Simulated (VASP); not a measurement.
Runs of VASP 6.6.1 on SnGe2. The structure is that of space group P6/mmm (No. 191), or close to it. The cells are those of the table. The cell was generated, and may not be a known phase.

```csv
task,cell,k mesh,cutoff (eV),gap on the mesh (eV),pressure (GPa),relaxed volume (Å³/atom)
relaxation of cell and atoms,"relaxed from a = 4.592, b = 4.592, c = 3.828 Å, angles 90.0, 90.0, 120.0°, 3 atoms",12 × 12 × 12,600,none,0.1,(a)
relaxation of cell and atoms,"relaxed from a = 3.946, b = 3.946, c = 4.410 Å, angles 90.0, 90.0, 120.0°, 3 atoms",6 × 6 × 4,600,none,0.0,23.24
single point,"a = 4.592, b = 4.592, c = 3.828 Å, angles 90.0, 90.0, 120.0°, 3 atoms",6 × 6 × 4,520,none,0.0,-
single point,"a = 3.946, b = 3.946, c = 4.410 Å, angles 90.0, 90.0, 120.0°, 3 atoms",6 × 6 × 4,520,none,20.0,-
single point,"a = 4.614, b = 4.614, c = 3.777 Å, angles 90.0, 90.0, 120.0°, 3 atoms",12 × 12 × 12,520,none,0.0,-
```

Alike in all rows: level PBE; potentials or basis VASP PAW PBE potentials, release 64 (Sn_d, Ge_d); no spin polarisation; smearing gaussian 0.1 eV.

Problem. Estimate the missing entries.

Solution. (a) 23.17.

Caveats: some runs use coarse meshes; spin-orbit coupling is left out, which moves the levels of the heavy elements; the volume moved by over 15 % at a fixed basis, so the end points are rough (at least some runs); the stress differs along the axes, from 11 to 24 GPa (at least some runs).

A k mesh can miss the band edges, and the runs leave out spin-orbit coupling on Ge, Sn.

A gap of «none» marks levels without a gap at the run's occupations.
